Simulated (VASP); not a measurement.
# VI (Pm-3m) in VASP: further runs, part 3 of 3

VASP 6.6.1. The steps go on from the part before.

## (6) Relaxation of cell and atoms, r2SCAN, collinear spin, ferromagnetic start

Input file POSCAR:

```
VI
1.0
    3.6808929160      0.0000000000      0.0000000000
    0.0000000000      3.6808929160      0.0000000000
    0.0000000000      0.0000000000      3.6808929160
V I
1 1
Direct
    0.0000000000      0.0000000000      0.0000000000
    0.5000000000      0.5000000000      0.5000000000
```

Input file INCAR.step1:

```
SYSTEM = VI
PREC = Accurate
ENCUT = 600
ISMEAR = 0
SIGMA = 0.1
LREAL = .FALSE.
LASPH = .TRUE.
NELM = 150
ISPIN = 2
MAGMOM = 3.76 0
LMAXMIX = 4
GGA = PE
ALGO = Normal
EDIFF = 1E-4
LWAVE = .TRUE.
LCHARG = .FALSE.
```

Input file INCAR.step2:

```
SYSTEM = VI
PREC = Accurate
ENCUT = 600
EDIFF = 1E-6
ISMEAR = 0
SIGMA = 0.1
LREAL = .FALSE.
LASPH = .TRUE.
NELM = 150
ALGO = Normal
ISIF = 3
LWAVE = .FALSE.
LCHARG = .FALSE.
ISPIN = 2
MAGMOM = 3.76 0
LORBIT = 11
LMAXMIX = 4
METAGGA = R2SCAN
LMIXTAU = .TRUE.
IBRION = 2
NSW = 90
EDIFFG = -0.04
ISTART = 1
```

Input file KPOINTS:

```
Automatic mesh
0
G
  6 6 6
  0 0 0
```

Potentials or basis: VASP PAW PBE potentials, release 64 (V_sv, I).

Launch:

```bash
> cat potpaw_PBE.64/V_sv/POTCAR potpaw_PBE.64/I/POTCAR > POTCAR
> cp INCAR.step1 INCAR
> mpirun -np 1 vasp_std > vasp.out
> cp INCAR.step2 INCAR
> mpirun -np 1 vasp_std > vasp.out
```

OUTCAR:

```text
SYSTEM = VI
   PREC = Accurate
   ENCUT = 600
   EDIFF = 1E-6
   ISMEAR = 0
   LREAL = .FALSE.
   LASPH = .TRUE.
   NELM = 150
   ISIF = 3
   ISPIN = 2
   LORBIT = 11
   METAGGA = R2SCAN
   IBRION = 2
   NSW = 90
   EDIFFG = -0.04
   ISTART = 1

 ion  position               nearest neighbor table
   1  0.000  0.000  0.000-   2 3.19   2 3.19   2 3.19   2 3.19   2 3.19   2 3.19   2 3.19   2 3.19

   2  0.500  0.500  0.500-   1 3.19   1 3.19   1 3.19   1 3.19   1 3.19   1 3.19   1 3.19   1 3.19

  LATTYP: Found a simple cubic cell.
 ALAT       =     3.6808929160

  Lattice vectors:

 A1 = (   3.6808929160,   0.0000000000,   0.0000000000)
 A2 = (   0.0000000000,   3.6808929160,   0.0000000000)
 A3 = (   0.0000000000,   0.0000000000,   3.6808929160)

Analysis of symmetry for initial positions (statically):
=====================================================================
 Subroutine PRICEL returns:
[... 986 lines left out ...]
      4     -28.1927      1.00000
      5      -5.9596      1.00000
      6       2.1048      1.00000
[... 8 lines left out ...]
     15      12.6159      0.00000
     16      12.6159      0.00000

------------------------ aborting loop because EDIFF is reached ----------------------------------------

  FORCE on cell =-STRESS in cart. coord.  units (eV):
  Direction    XX          YY          ZZ          XY          YZ          ZX
  --------------------------------------------------------------------------------------
  -------------------------------------------------------------------------------------
  Total       -0.0013665     -0.0013665     -0.0013665     -0.0000000     -0.0000000     -0.0000000
  in kB       -0.0444182     -0.0444182     -0.0444182     -0.0000000     -0.0000000     -0.0000000
  external PRESSURE =      -0.0444182 kB  Pullay stress =       0.0000000 kB

 VOLUME and BASIS-vectors are now :
 -----------------------------------------------------------------------------
  energy-cutoff  :      600.00
  volume of cell :       49.29
      direct lattice vectors                 reciprocal lattice vectors
     3.666478456 -0.000000000  0.000000000     0.272741273  0.000000000 -0.000000000
    -0.000000000  3.666478456  0.000000000     0.000000000  0.272741273  0.000000000
     0.000000000 -0.000000000  3.666478456    -0.000000000 -0.000000000  0.272741273

 POSITION                                       TOTAL-FORCE (eV/Angst)
 -----------------------------------------------------------------------------------
      0.00000      0.00000      0.00000        -0.000000      0.000000      0.000000
      1.83324      1.83324      1.83324         0.000000     -0.000000      0.000000
 -----------------------------------------------------------------------------------
    total drift:                               -0.000000     -0.000000     -0.000000

  FREE ENERGIE OF THE ION-ELECTRON SYSTEM (eV)
  ---------------------------------------------------
  free  energy   TOTEN  =       -37.8444084815 eV

  energy  without entropy=      -37.8371314028  energy(sigma->0) =      -37.84076994

 reached required accuracy - stopping structural energy minimisation

 total charge

# of ion       s       p       d       tot
------------------------------------------
    1        2.111   6.036   3.241  11.387
    2        1.526   2.767   0.062   4.355
--------------------------------------------------
tot          3.637   8.803   3.303  15.742

 magnetization (x)

# of ion       s       p       d       tot
------------------------------------------
    1        0.060   0.031   3.113   3.204
    2        0.020  -0.123   0.045  -0.058
--------------------------------------------------
tot          0.079  -0.092   3.158   3.146
```

Wall time 7.5 min (1 thread of Oxide Virtual Turin-like, shared host); peak memory 0.19 GiB.

Results:

* Free energy: -37.8444 eV
* Relaxed volume: 24.64 Å³/atom
* Relaxed cell: a = 3.666 Å, b = 3.666 Å, c = 3.666 Å, α = 90.00°, β = 90.00°, γ = 90.00°
* Space group after relaxing (to 0.1 Å): Pm-3m (No. 221)
* Energy gained by relaxing: 0.5 meV/atom
* Ionic steps: 2
* Pressure after relaxing: 0.0 GPa
* Net moment: 3.96 μB per cell
* Site moments: V +3.20; I -0.06 μB
* Valence electrons inside the program's atomic spheres: V 11.39; I 4.36

Step by step:
```csv
step,energy change (eV),largest force (eV/Å),pressure (GPa),volume (Å³)
1,0.0000,0.0000,-0.52,49.87
2,-0.0009,0.0000,0.00,49.29
```

Final structure:
```xyz
2
Lattice="3.6665 0.0000 0.0000 0.0000 3.6665 0.0000 0.0000 0.0000 3.6665" Properties=species:S:1:pos:R:3 pbc="T T T"
V     0.0000    0.0000    0.0000
I     1.8332    1.8332    1.8332
```

Caveat: the PAW data sets were made with another functional, which shifts forces and pressure a little; spin-orbit coupling is left out, which moves the levels of the heavy elements; semilocal functionals often make such compounds metallic where correlation or magnetic order opens a gap, which also shifts bond lengths.

## (7) Summary

```csv
task,cell,k mesh,cutoff (eV),gap on the mesh (eV),pressure (GPa),moment (μB),relaxed volume (Å³/atom)
single point,"a = 3.681 Å, 2 atoms",4 × 4 × 4,520,none,0.0,3.91,-
single point,"a = 3.667 Å, 2 atoms",6 × 6 × 6,520,none,0.0,3.96,-
single point,"a = 3.846 Å, 2 atoms",6 × 6 × 6,520,none,-4.4,4.00,-
relaxation of cell and atoms,"relaxed from a = 3.846 Å, 2 atoms",4 × 4 × 4,600,none,-0.1,3.91,24.95
relaxation of cell and atoms,"relaxed from a = 3.681 Å, 2 atoms",6 × 6 × 6,600,none,0.0,3.96,24.64
```

Alike in all rows: level r2SCAN; potentials or basis VASP PAW PBE potentials, release 64 (V_sv, I); spin collinear, ferromagnetic start; smearing gaussian 0.1 eV.

Caveats: some runs use coarse meshes; the PAW data sets were made with another functional, which shifts forces and pressure a little; spin-orbit coupling is left out, which moves the levels of the heavy elements; semilocal functionals often make such compounds metallic where correlation or magnetic order opens a gap, which also shifts bond lengths; the cell stands under tension (at least some runs).

Total energies depend on the potentials used, so only differences within one code and one set of settings carry meaning.
